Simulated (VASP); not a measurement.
A run of VASP 6.6.1 is set up as follows.

INCAR

```
SYSTEM = MgSnO4
ALGO = Normal ; EDIFF = 1E-6
EDIFFG = -0.01 ; ENCUT = 600
GGA = PE ; IBRION = 2
ISIF = 3 ; ISMEAR = 0
LASPH = .TRUE. ; LCHARG = .FALSE.
LREAL = .FALSE. ; LWAVE = .FALSE.
NELM = 80 ; NSW = 100
PREC = Accurate ; SIGMA = 0.1
```

File KPOINTS:

```
k-points
0
G
  12 12 6
  0 0 0
```

The input POSCAR:

```
MgSnO4
1.0
    3.6234057470      0.0000000000      0.0000000000
   -1.8117028735      3.1379614251      0.0000000000
    0.0000000000      0.0000000000      6.0035434514
Mg Sn O
1 1 4
Direct
    0.0000000000      0.0000000000      0.5000000000
    0.0000000000      0.0000000000      0.0000000000
    0.6666666667      0.3333333333      0.2635644113
    0.3333333333      0.6666666667      0.7364355887
    0.3333333333      0.6666666667      0.2635644113
    0.6666666667      0.3333333333      0.7364355887
```

Potentials or basis: VASP PAW PBE potentials, release 64 (Mg, Sn_d, O).

Launch:

```sh
$ cat potpaw_PBE.64/Mg/POTCAR potpaw_PBE.64/Sn_d/POTCAR potpaw_PBE.64/O/POTCAR > POTCAR
$ mpirun -np 1 vasp_std > vasp.out
```

(1) What does it give for the relaxed volume?

(2) Predict the relaxed cell.

Answers

(1) 11.16 Å³/atom.

(2) a = 3.622 Å, b = 3.622 Å, c = 5.891 Å, α = 90.00°, β = 90.00°, γ = 120.00°.
